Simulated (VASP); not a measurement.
**TiO2: single point with PBEsol**

Crystal: TiO2.

```
CELL_PARAMETERS angstrom
3.96550 0.00000 0.00000
0.00000 3.96550 0.00000
0.00000 0.00000 9.96772
ATOMIC_POSITIONS crystal
Ti 0.21589 0.13512 0.09264
Ti 0.03384 0.60822 0.36629
Ti 0.56351 0.53857 0.59753
Ti 0.58447 0.02033 0.82913
O 0.04113 0.06077 0.30687
O 0.07772 0.60724 0.55696
O 0.24461 0.54939 0.14269
O 0.16101 0.03210 0.87822
O 0.59294 0.57057 0.79338
O 0.66430 0.07593 0.04342
O 0.55284 0.07089 0.64652
O 0.57519 0.45452 0.41137
```

```
Program             : VASP 6.6.1
Task                : single point
Functional          : PBEsol
Potentials or basis : VASP PAW PBE potentials, release 64 (Ti_sv, O)
Cutoff              : 520 eV
k mesh              : 3 × 3 × 1
Occupations         : fermi-dirac, width 0.3 eV
Spin                : no spin polarisation
```

The pressure is -12.2 GPa, the largest force is 2.916 eV/Å and the band gap on the k mesh is 2.00 eV, indirect (least direct gap 2.29 eV).

Forces on the atoms (eV/Å):
```
Ti  -0.353 -1.709 -0.434
Ti   0.564 -0.501 -0.974
Ti  -0.138  0.005  0.800
Ti   0.929  0.686  2.678
O    0.430 -1.321  0.097
O   -0.413  0.020 -0.437
O   -0.893  1.177  0.790
O   -1.189  0.699  0.974
O    0.658 -1.145 -0.286
O   -0.152  0.174 -0.216
O    0.273  0.139 -2.186
O    0.283  1.775 -0.806
```

Stress tensor (GPa, compression positive):
```
-14.05  -1.29  -1.11
 -1.29 -12.78   1.42
 -1.11   1.42  -9.75
```

Levels at points of the mesh, in eV from the valence-band top:
```csv
k point,band 44,band 45,band 46,band 47,band 48,band 49,band 50,band 51,band 52,band 53
"(0.00, 0.00, 0.00)",-1.00,-0.85,-0.79,-0.55,-0.29,2.00,2.35,2.89,2.94,3.16
```

Run time: 73 s on 1 thread of Intel(R) Xeon(R) 6975P-C (Granite Rapids), with other jobs on the host, peak memory 0.25 GiB.

Caveat: the k points lie up to 0.63 Å⁻¹ apart; the PAW data sets were made with another functional, which shifts forces and pressure a little. A k mesh can miss the band edges.
